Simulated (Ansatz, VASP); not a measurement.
## C in VASP and in Ansatz

Contents of INCAR:

```
SYSTEM = C
PREC = Accurate
ENCUT = 520
EDIFF = 1E-7
ISMEAR = -1
SIGMA = 0.05
LREAL = .FALSE.
LASPH = .TRUE.
NELM = 80
ALGO = Normal
ISIF = 2
LWAVE = .FALSE.
LCHARG = .FALSE.
GGA = PE
NBANDS = 11
```

Contents of KPOINTS:

```
regular mesh
0
G
  18 18 18
  0 0 0
```

POSCAR

```
C
1.0
    0.0000000000      2.1695400000      3.3480000000
    1.2525600000      0.0000000000      3.3480000000
    1.2525600000      2.1695400000      0.0000000000
C
2
Direct
    0.1666700000      0.8333300000      0.1666700000
    0.8333300000      0.1666700000      0.8333300000
```

Input for Ansatz:

```yaml
crystal:
  lattice:
    - [0.0, 2.16954, 3.348]
    - [1.25256, 0.0, 3.348]
    - [1.25256, 2.16954, 0.0]
  atoms:
    - { symbol: C, position: [0.16667, 0.83333, 0.16667] }
    - { symbol: C, position: [0.83333, 0.16667, 0.83333] }
kpoints:
  mp_grid: { grid: [18, 18, 18] }
  band_path:
    path:
      - [0.0, 0.0, 0.0]
      - [0.5, 0.0, 0.5]
      - [1.0, 0.5, 0.5]
      - [0.5, 0.5, 0.0]
      - [0.0, 0.0, 0.0]
      - [0.0, 0.3683218653, 0.3683218653]
      - [1.0, 0.6316781347, 0.6316781347]
      - [1.0, 0.5, 0.5]
      - [0.5, 0.0, 0.5]
    npoints: 5
scf:
  occupations: { method: fermi_dirac, width: 0.05 }
hamiltonian:
  xc: pbe
  pseudopotentials: { kind: all_electron, lapw: { basis_error: 0.00025 } }
output:
  forces: true
  stress: true
  eigenvalues: true
```

Change from the starting cell: equal xx and yy strain of +2 %.

Alike in both runs: task single point; functional PBE; k mesh 18 × 18 × 18; occupations fermi-dirac, width 0.05 eV; no spin polarisation.

```csv
,VASP,Ansatz
version,VASP 6.6.1,Ansatz 0.2.0
potentials or method,"VASP PAW PBE potentials, release 64 (C), cutoff 520 eV","all-electron LAPW, scalar-relativistic"
```

|  | VASP | Ansatz | Ansatz less VASP |
| --- | --- | --- | --- |
| pressure (GPa) | -10.6 | -11.0 | -0.48 |
| traceless stress, the component that is largest in VASP (GPa) | 14.46 | 15.00 | +0.548 |

Ansatz ran all-electron here, and VASP with PAW potentials.
